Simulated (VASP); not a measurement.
Wanted: the native input for a VASP 6.6.1 run.

```yaml
Task: single point
Functional: PBE
Potentials_or_basis: VASP PAW PBE potentials, release 64 (Bi_d, Te)
Cutoff: 520 eV
k_mesh: 8 × 8 × 6
Occupations: gaussian, width 0.05 eV
Spin: non-collinear spin, zero start, spin-orbit coupling
Starting_moments: "[[0.0, 0.0, 0.0], [0.0, 0.0, 0.0], [0.0, 0.0, 0.0], [0.0, 0.0, 0.0]] μB"
Dipole_correction: no
Further_INCAR_settings: ALGO = Normal; EDIFF = 1e-06; NBANDS = 56
```

The structure of BiTe lies in POSCAR:

```
BiTe
1.0
    4.1949357470      0.0000000000      0.0000000000
   -2.0974678735      3.6329209241      0.0000000000
    0.0000000000      0.0000000000      8.7122958338
Bi Te
2 2
Direct
    0.3333333333      0.6666666667      0.2500000000
    0.6666666667      0.3333333333      0.7500000000
    0.0000000000      0.0000000000      0.0000000000
    0.0000000000      0.0000000000      0.5000000000
```

These files were run (other wordings do the same):

INCAR

```
SYSTEM = BiTe
PREC = Accurate ; ENCUT = 520
EDIFF = 1E-6 ; ISMEAR = 0
SIGMA = 0.05 ; LREAL = .FALSE.
LASPH = .TRUE. ; NELM = 150
ALGO = Normal ; ISIF = 2
LWAVE = .FALSE. ; LCHARG = .FALSE.
MAGMOM = 0 0 0 0 0 0 0 0 0 0 0 0 ; LORBIT = 11
LSORBIT = .TRUE. ; GGA_COMPAT = .FALSE.
LORBMOM = .TRUE. ; GGA = PE
NBANDS = 56
```

KPOINTS

```
Automatic mesh
0
G
  8 8 6
  0 0 0
```

Potentials or basis: VASP PAW PBE potentials, release 64 (Bi_d, Te).

Command:

```bash
$ cat potpaw_PBE.64/Bi_d/POTCAR potpaw_PBE.64/Te/POTCAR > POTCAR
$ mpirun -np 1 vasp_ncl > vasp.out
```

It gave:

- Pressure: 1.0 GPa
- Net moment: 0.00 μB per cell
- Valence electrons inside the program's atomic spheres: Bi 12.68; Te 3.33

Run time: 7.5 min on 1 thread of Oxide Virtual Turin-like Processor, with other jobs on the host, peak memory 0.75 GiB.
